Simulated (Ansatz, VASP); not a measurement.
## ScAl7N8: VASP beside Ansatz

```
Sc Al N
1.0
     3.16675    0.00000    5.02175
     3.16675    0.00000   -5.02175
    -3.16675    5.48497    0.00000
Sc Al N
1 7 8
Direct
  0.16667 0.16667 0.33333
  0.16667 0.16667 0.83333
  0.66667 0.66667 0.33333
  0.66667 0.66667 0.83333
  0.08333 0.58333 0.16667
  0.58333 0.08333 0.16667
  0.08333 0.58333 0.66667
  0.58333 0.08333 0.66667
  0.35767 0.97567 0.33333
  0.85767 0.47567 0.33333
  0.35767 0.97567 0.83333
  0.85767 0.47567 0.83333
  0.27433 0.39233 0.16667
  0.27433 0.39233 0.66667
  0.77433 0.89233 0.16667
  0.77433 0.89233 0.66667
```

Alike in both runs: task single point; functional r2SCAN; k mesh 4 × 4 × 4; occupations gaussian, width 0.1 eV; no spin polarisation.

|  | VASP | Ansatz |
| --- | --- | --- |
| version | VASP 6.6.1 | Ansatz 0.2.0 |
| potentials or method | VASP PAW PBE potentials, release 64 (Sc_sv, Al, N), cutoff 520 eV | scalar-relativistic, plane waves, PAW |
| valence electrons in the cell | 72 | 72 |

Ansatz gave:

```
gap on the k mesh at the Fermi level (eV)                     : 4.66
least direct gap on the mesh (eV)                             : 4.69
pressure (GPa)                                                : 1.1
traceless stress, the component that is largest in VASP (GPa) : 1.36
rms of the force components (eV/Å)                            : 1.052
```

Problem. What did VASP give for the same quantities?

Solution. gap on the k mesh at the Fermi level (eV): 4.70; least direct gap on the mesh (eV): 4.74; pressure (GPa): 1.1; traceless stress, the component that is largest in VASP (GPa): 1.40; rms of the force components (eV/Å): 1.093.

VASP's potentials were made for PBE, not for r2SCAN. Atom by atom the forces differ by 0.042 eV/Å (rms over components).
